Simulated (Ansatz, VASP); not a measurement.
**Ta4C3 in VASP and in Ansatz**

```xyz
7
Lattice="4.3801 0.0000 0.0000 0.0000 4.3801 0.0000 0.0000 0.0000 4.3801" Properties=species:S:1:pos:R:3 pbc="T T T"
Ta    0.0000    2.1900    2.1900
Ta    2.1900    0.0000    2.1900
Ta    2.1900    2.1900    0.0000
Ta    0.0000    0.0000    0.0000
C     2.1900    0.0000    0.0000
C     0.0000    2.1900    0.0000
C     0.0000    0.0000    2.1900
```

Alike in both runs: task single point; functional r2SCAN; k mesh 8 × 8 × 8; occupations gaussian, width 0.1 eV; no spin polarisation.

```csv
,VASP,Ansatz
version,VASP 6.6.1,Ansatz 0.2.0
potentials or method,"VASP PAW PBE potentials, release 64 (Ta_pv, C), cutoff 520 eV","scalar-relativistic, plane waves, PAW"
valence electrons in the cell,56,64
```

```csv
,VASP,Ansatz,Ansatz less VASP
gap on the k mesh at the Fermi level (eV),none,none,-
pressure (GPa),11.2,10.0,-1.21
```

VASP's potentials were made for PBE, not for r2SCAN. A gap of «none» marks a metal or a gap that the smearing closes. With one functional, cell and mesh, what is left measures potentials, basis and numerics. VASP's potentials hold 56 valence electrons a cell and Ansatz's 64, so a difference there can come from the potentials and not from the codes.

Neither program's run includes spin-orbit coupling.
